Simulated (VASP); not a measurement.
# Br (Fd-3m) in VASP: a series of runs

Br is run at these levels: PBE; tasks: single point.

Program: VASP 6.6.1. These are calculated values, not measurements. Logs are shortened: lines on timing, memory, paths and dates and some standing lists are left out, and cuts for length are marked.

### 1 The cell of the first run

Symmetry: Fd-3m, No. 227, cubic system. The conventional cell has a = 6.969 Å, b = 6.969 Å, c = 6.969 Å, α = 90.00°, β = 90.00°, γ = 90.00°. Within 4.0 Å of Br (site symmetry -43m) lie 4 Br at 3.02 Å.

### 2 Single point, PBE

The input, INCAR:

```
PREC     = Accurate       # precision mode
ENCUT    = 520            # plane-wave cutoff, eV
EDIFF    = 1E-7           # SCF threshold, eV
ISMEAR   = -1             # smearing method
SIGMA    = 0.02           # smearing width, eV
LREAL    = F              # projectors in reciprocal space
LASPH    = T              # aspherical terms in the spheres
NELM     = 60             # most SCF steps
ALGO     = Normal         # electronic algorithm
ISIF     = 2              # what is computed and relaxed
LWAVE    = F              # write WAVECAR
LCHARG   = T              # write CHGCAR
GGA      = PE             # functional
LELF     = T              # ELF
LVHAR    = T            
NBANDS   = 14             # bands
```

The input, KPOINTS:

```
Automatic mesh
0
Gamma
  10 10 10
```

The input, POSCAR:

```
Br
1.0
    0.0000000000      3.4842841202      3.4842841202
    3.4842841202      0.0000000000      3.4842841202
    3.4842841202      3.4842841202      0.0000000000
Br
2
Direct
    0.0000000000      0.0000000000      0.0000000000
    0.2500000000      0.2500000000      0.2500000000
```

Potentials or basis: VASP PAW PBE potentials, release 64 (Br).

Started as:

```sh
$ cat potpaw_PBE.64/Br/POTCAR > POTCAR
$ mpirun -np 1 vasp_std > vasp.out
```

OUTCAR:

```text
PREC = Accurate
   ENCUT = 520
   EDIFF = 1E-7
   ISMEAR = -1
   LREAL = F
   LASPH = T
   NELM = 60
   ISIF = 2
   GGA = PE

 ion  position               nearest neighbor table
   1  0.000  0.000  0.000-
   2  0.250  0.250  0.250-

  LATTYP: Found a face centered cubic cell.
 ALAT       =     6.9685682404

  Lattice vectors:

 A1 = (   0.0000000000,   3.4842841202,   3.4842841202)
 A2 = (   3.4842841202,   0.0000000000,   3.4842841202)
 A3 = (   3.4842841202,   3.4842841202,   0.0000000000)

Analysis of symmetry for initial positions (statically):
=====================================================================
 Subroutine PRICEL returns:
 Original cell was already a primitive cell.

 Routine SETGRP: Setting up the symmetry group for a
 face centered cubic supercell.

 Subroutine GETGRP returns: Found 48 space group operations
 (whereof 24 operations were pure point group operations)
 out of a pool of 48 trial point group operations.

The static configuration has the point symmetry T_d .
 The point group associated with its full space group is O_h .

Analysis of symmetry for dynamics (positions and initial velocities):
=====================================================================
 Subroutine PRICEL returns:
 Original cell was already a primitive cell.

 Routine SETGRP: Setting up the symmetry group for a
 face centered cubic supercell.

 Subroutine GETGRP returns: Found 48 space group operations
 (whereof 24 operations were pure point group operations)
 out of a pool of 48 trial point group operations.

The dynamic configuration has the point symmetry T_d .
 The point group associated with its full space group is O_h .

 Subroutine INISYM returns: Found 48 space group operations
 (whereof 24 operations are pure point group operations),
 and found     1 'primitive' translations

----------------------------------------------------------------------------------------

                                     Primitive cell

  volume of cell :      84.6001

  direct lattice vectors                    reciprocal lattice vectors
     0.000000000  3.484284120  3.484284120    -0.143501501  0.143501501  0.143501501
     3.484284120  0.000000000  3.484284120     0.143501501 -0.143501501  0.143501501
     3.484284120  3.484284120  0.000000000     0.143501501  0.143501501 -0.143501501

  length of vectors
     4.927521858  4.927521858  4.927521858     0.248551890  0.248551890  0.248551890

  position of ions in fractional coordinates (direct lattice)
     0.000000000  0.000000000  0.000000000
     0.250000000  0.250000000  0.250000000

  ion indices of the primitive-cell ions
   primitive index   ion index
                 1           1
                 2           2

----------------------------------------------------------------------------------------

 KPOINTS: Automatic mesh

Automatic generation of k-mesh.
 Grid dimensions read from file:
 generate k-points for:   10   10   10

 Generating k-lattice:

  Cartesian coordinates                     Fractional coordinates (reciprocal lattice)
    -0.014350150  0.014350150  0.014350150     0.100000000  0.000000000  0.000000000
     0.014350150 -0.014350150  0.014350150     0.000000000  0.100000000  0.000000000
     0.014350150  0.014350150 -0.014350150     0.000000000  0.000000000  0.100000000

  Length of vectors
     0.024855189  0.024855189  0.024855189

  Shift w.r.t. Gamma in fractional coordinates (k-lattice)
     0.000000000  0.000000000  0.000000000

 Subroutine IBZKPT returns following result:
 ===========================================

 Found     47 irreducible k-points:

 Following reciprocal coordinates:
            Coordinates               Weight
  0.000000  0.000000  0.000000      1.000000
  0.100000  0.000000  0.000000      8.000000
  0.200000  0.000000  0.000000      8.000000
  0.300000  0.000000  0.000000      8.000000
  0.400000  0.000000  0.000000      8.000000
  0.500000  0.000000  0.000000      4.000000
[... 16 lines left out ...]
  0.300000  0.300000  0.000000      6.000000
  0.400000  0.300000  0.000000     24.000000
 [... further k-points ...]
   k-points           NKPTS =     47   k-points in BZ     NKDIM =     47   number of bands    NBANDS=     14
   number of dos      NEDOS =    301   number of ions     NIONS =      2
   total plane-waves  NPLWV =  64000
   dimension x,y,z NGX =    40 NGY =   40 NGZ =   40
   dimension x,y,z NGXF=    80 NGYF=   80 NGZF=   80
   ions per type =               2
   NGX,Y,Z   is equivalent  to a cutoff of  13.50, 13.50, 13.50 a.u.
   NGXF,Y,Z  is equivalent  to a cutoff of  26.99, 26.99, 26.99 a.u.
 SYSTEM =  unknown system
   PREC   = accura    normal or accurate (medium, high low for compatibility)
   ISTART =      0    job   : 0-new  1-cont  2-samecut
   ICHARG =      2    charge: 1-file 2-atom 10-const
   ISPIN  =      1    spin polarized calculation?
   LNONCOLLINEAR =      F non collinear calculations
   LSORBIT =      F    spin-orbit coupling
   LASPH  =      T    aspherical Exc in radial PAW
   ENCUT  =  520.0 eV  38.22 Ry    6.18 a.u.   9.16  9.16  9.16*2*pi/ulx,y,z
   NELM   =     60;   NELMIN=  2; NELMDL= -5     # of ELM steps
   EDIFF  = 0.1E-06   stopping-criterion for ELM
   LREAL  =      F    real-space projection
   EDIFFG = 0.1E-05   stopping-criterion for IOM
   NSW    =      0    number of steps for IOM
   IBRION =     -1    ionic relax: 0-MD 1-quasi-New 2-CG
   NFREE  =      0    steps in history (QN), initial steepest desc. (CG)
   ISIF   =      2    stress and relaxation
   ISYM   =      2    0-nonsym 1-usesym 2-fastsym
   POTIM  = 0.5000    time-step for ionic-motion
   TEBEG  =    0.0;   TEEND  =   0.0 temperature during run
   PSTRESS=    0.0 pullay stress
   NELECT =      14.0000    total number of electrons
   NUPDOWN=      -1.0000    fix difference up-down
   EMIN   =  10.00;   EMAX   =-10.00  energy-range for DOS
   EFERMI =   0.00;   METHOD = LEGACY
   ISMEAR =    -1;   SIGMA  =   0.02  broadening in eV -4-tet -1-fermi 0-gaus
   EFERMI_NEDOS =   21; number of points for ismear=-14 and -15
   IALGO  =     38    algorithm
   IMIX   =      4    mixing-type and parameters
     AMIX     =   0.40;   BMIX     =  1.00
     AMIX_MAG =   1.60;   BMIX_MAG =  1.00
  volume/ion in A,a.u.               =      42.30       285.45
  Fermi-wavevector in a.u.,A,eV,Ry     =   0.898795  1.698476 10.991226  0.807832
  Thomas-Fermi vector in A             =   2.021549
   LORBIT       =      0    0 simple, 1 ext, 2 COOP (PROOUT), +10 PAW based schemes
   GGA     = PE    functional components
   LHFCALC =     F    Hartree Fock is set to
   AEXX    =    0.0000 exact exchange contribution
   IVDW    =     0    specifies the selected vdW correction
   LEPSILON=     F    determine dielectric tensor
   LRPA    =     F    only Hartree local field effects (RPA)
 non-spin polarized calculation
  energy-cutoff  :      520.00
  volume of cell :       84.60
 maximum number of plane-waves:      2295
 NGX is ok and might be reduce to    40
   NGX = 19   NGY = 19   NGZ = 19

 number of electron      13.9999997 magnetization

 Free energy of the ion-electron system (eV)
  ---------------------------------------------------
  ext. energy  EPLUGINS =         0.00000000
  ---------------------------------------------------
  free energy    TOTEN  =        -2.00763633 eV

  energy without entropy =       -2.00093258  energy(sigma->0) =       -2.00428446

 E-fermi :  -1.1982     XC(G=0):  -6.8374

 val. band max:       -1.2159381598   @ k =   0.5000   0.1000   0.0000
 cond. band min:      -1.1967918972   @ k =   0.4000   0.2000   0.0000
 fundamental gap:      0.0191462627
 Fermi energy:        -1.1982459582

 k-point     1 :       0.0000    0.0000    0.0000
  band No.  band energies     occupation
      1     -16.2951      2.00000
      2     -14.2625      2.00000
      3      -3.9316      2.00000
      4      -3.9316      2.00000
      5      -3.9316      2.00000
      6      -2.0839      2.00000
      7      -2.0839      2.00000
      8      -2.0839      2.00000
      9       4.0118      0.00000
     10       7.8870      0.00000
     11       7.8870      0.00000
     12       9.3014      0.00000
     13       9.3014      0.00000
     14       9.3014      0.00000

 k-point     2 :       0.1000    0.0000    0.0000
  band No.  band energies     occupation
      1     -16.2634      2.00000
      2     -14.3078      2.00000
      3      -3.9784      2.00000
      4      -3.9784      2.00000
      5      -3.9716      2.00000
      6      -2.0423      2.00000
      7      -2.0203      2.00000
      8      -2.0203      2.00000
      9       4.2148      0.00000
     10       7.6932      0.00000
     11       7.6932      0.00000
     12       9.1162      0.00000
     13       9.7168      0.00000
     14       9.7168      0.00000

 k-point     3 :       0.2000    0.0000    0.0000
  band No.  band energies     occupation
      1     -16.1730      2.00000
      2     -14.4332      2.00000
      3      -4.0882      2.00000
      4      -4.0882      2.00000
      5      -4.0846      2.00000
      6      -1.9031      2.00000
      7      -1.8673      2.00000
      8      -1.8673      2.00000
      9       4.7386      0.00000
     10       7.4593      0.00000
     11       7.4593      0.00000
     12       8.7646      0.00000
     13      10.1717      0.00000
     14      10.5064      0.00000
[... 324 lines left out ...]
 k-point    23 :       0.3000    0.3000    0.0000
  band No.  band energies     occupation
      1     -15.9284      2.00000
      2     -14.7489      2.00000
      3      -4.5160      2.00000
      4      -4.5160      2.00000
      5      -3.4888      2.00000
      6      -2.6259      2.00000
      7      -1.2273      1.62065
      8      -1.2273      1.62065
      9       5.8821      0.00000
     10       5.9064      0.00000
     11       8.9077      0.00000
     12       9.1987      0.00000
     13      10.1318      0.00000
     14      10.1318      0.00000

 k-point    24 :       0.4000    0.3000    0.0000
  band No.  band energies     occupation
      1     -15.7952      2.00000
      2     -14.9082      2.00000
      3      -4.6514      2.00000
      4      -4.5918      2.00000
      5      -3.3929      2.00000
      6      -2.6643      2.00000
      7      -1.0974      0.01282
      8      -1.0676      0.00291
      9       5.8305      0.00000
     10       6.1354      0.00000
     11       8.9589      0.00000
     12       8.9930      0.00000
     13       9.8778      0.00000
     14      10.1264      0.00000

 [... further k-points ...]
[... 5 lines left out ...]
  --------------------------------------------------------------------------------------
  -------------------------------------------------------------------------------------
  Total        0.1022116      0.1022116      0.1022116     -0.0000000     -0.0000000      0.0000000
  in kB        1.9357090      1.9357090      1.9357090     -0.0000000     -0.0000000      0.0000000
  external PRESSURE =       1.9357090 kB  Pullay stress =       0.0000000 kB

 VOLUME and BASIS-vectors are now :
 -----------------------------------------------------------------------------
  energy-cutoff  :      520.00
  volume of cell :       84.60
      direct lattice vectors                 reciprocal lattice vectors
     0.000000000  3.484284120  3.484284120    -0.143501501  0.143501501  0.143501501
     3.484284120  0.000000000  3.484284120     0.143501501 -0.143501501  0.143501501
     3.484284120  3.484284120  0.000000000     0.143501501  0.143501501 -0.143501501

 POSITION                                       TOTAL-FORCE (eV/Angst)
 -----------------------------------------------------------------------------------
      0.00000      0.00000      0.00000         0.000000      0.000000      0.000000
      1.74214      1.74214      1.74214        -0.000000     -0.000000     -0.000000
 -----------------------------------------------------------------------------------
    total drift:                               -0.000000      0.000000      0.000000

  FREE ENERGIE OF THE ION-ELECTRON SYSTEM (eV)
  ---------------------------------------------------
  free  energy   TOTEN  =        -2.0076363279 eV

  energy  without entropy=       -2.0009325823  energy(sigma->0) =       -2.00428446
```

Run time: 65 s. Hardware: 1 thread of Intel Xeon Platinum 8259CL at 2.50GHz (Skylake/Cascade Lake), shared host; peak memory 0.24 GiB.

Results:

```yaml
Free_energy: -2.0076 eV
Pressure: 0.2 GPa
Band_gap_on_the_k_mesh: zero (bands 7 and 8 overlap by 1.24 eV)
```

Levels at points of the mesh, in eV from the Fermi level:
| k point | band 4 | band 5 | band 6 | band 7 | band 8 | band 9 | band 10 | band 11 |
| --- | --- | --- | --- | --- | --- | --- | --- | --- |
| (0.00, 0.00, 0.00) | -2.73 | -2.73 | -0.89 | -0.89 | -0.89 | 5.21 | 9.09 | 9.09 |
| (0.50, 0.00, 0.00) | -3.12 | -3.12 | -0.33 | -0.33 | -0.18 | 7.61 | 7.82 | 8.88 |
| (0.50, 0.50, 0.00) | -3.53 | -1.86 | -1.86 | 0.35 | 0.35 | 7.12 | 7.12 | 10.62 |

(Continued in part 2 of 2.)

The gap in the log of VASP goes by the Fermi energy; the results here count the filled bands.